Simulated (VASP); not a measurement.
**GePt (scanv): single point with r2SCAN+rVV10**

Crystal: GePt (scanv).

```
CELL_PARAMETERS angstrom
5.75601 0.00000 0.00000
0.00000 3.73003 0.00000
0.00000 0.00000 6.11156
ATOMIC_POSITIONS crystal
Ge 0.81393 0.75000 0.58801
Ge 0.18607 0.25000 0.41199
Ge 0.31393 0.75000 0.91199
Ge 0.68607 0.25000 0.08801
Pt 0.00185 0.75000 0.19271
Pt 0.99815 0.25000 0.80729
Pt 0.50185 0.75000 0.30729
Pt 0.49815 0.25000 0.69271
```

```json
{
  "Program": "VASP 6.6.1",
  "Task": "single point",
  "Functional": "r2SCAN",
  "Dispersion": "rVV10",
  "Potentials or basis": "VASP PAW PBE potentials, release 64 (Ge_d, Pt)",
  "Cutoff": "520 eV",
  "k mesh": "4 × 6 × 4",
  "Occupations": "gaussian, width 0.1 eV",
  "Spin": "no spin polarisation",
  "Dipole correction": "no",
  "Further INCAR settings": "ALGO = Normal; EDIFF = 1e-07; NBANDS = 58"
}
```

| Property | Result |
| --- | --- |
| Pressure | -1.4 GPa |
| Largest force | 0.040 eV/Å |
| Band gap on the k mesh | zero (band 48 reaches 10.16 eV, above the bottom of band 49 at 8.93 eV) |

Forces in eV/Å, atoms in the order of the input:
```
Ge   0.039  0.000 -0.008
Ge  -0.039  0.000  0.008
Ge   0.039  0.000  0.008
Ge  -0.039  0.000 -0.008
Pt   0.014  0.000  0.016
Pt  -0.014  0.000 -0.016
Pt   0.014  0.000 -0.016
Pt  -0.014  0.000  0.016
```

Stress tensor (GPa, compression positive):
```
-0.97  0.00  0.00
 0.00 -2.12  0.00
 0.00  0.00 -1.06
```

Levels at points of the mesh, in eV from the Fermi level:
| k point | band 46 | band 47 | band 48 | band 49 | band 50 | band 51 |
| --- | --- | --- | --- | --- | --- | --- |
| (0.00, 0.00, 0.00) | -1.62 | -1.52 | -1.00 | 0.73 | 1.03 | 3.05 |
| (0.50, 0.00, 0.00) | -2.63 | 0.05 | 0.05 | 1.28 | 1.28 | 2.47 |
| (0.00, 0.50, 0.00) | -2.73 | -1.69 | -1.69 | -0.16 | -0.16 | 2.23 |
| (0.50, 0.50, 0.00) | -1.99 | -1.99 | -1.99 | 0.64 | 0.64 | 0.64 |
| (0.00, 0.00, 0.50) | -1.96 | -0.02 | -0.02 | 1.02 | 1.02 | 2.07 |
| (0.50, 0.00, 0.50) | -1.37 | 0.74 | 0.74 | 1.91 | 1.91 | 2.66 |
| (0.00, 0.50, 0.50) | -2.63 | -2.26 | -2.26 | 0.50 | 0.50 | 1.16 |
| (0.50, 0.50, 0.50) | -2.63 | -2.63 | -2.63 | 2.59 | 2.59 | 2.59 |

Run time: 11 min on 1 thread of AMD EPYC 9R45 96-Core Processor (Zen 5), with other jobs on the host, peak memory 0.59 GiB.

Caveat: the PAW data sets were made with another functional, which shifts forces and pressure a little; spin-orbit coupling is left out, which moves the levels of the heavy elements.
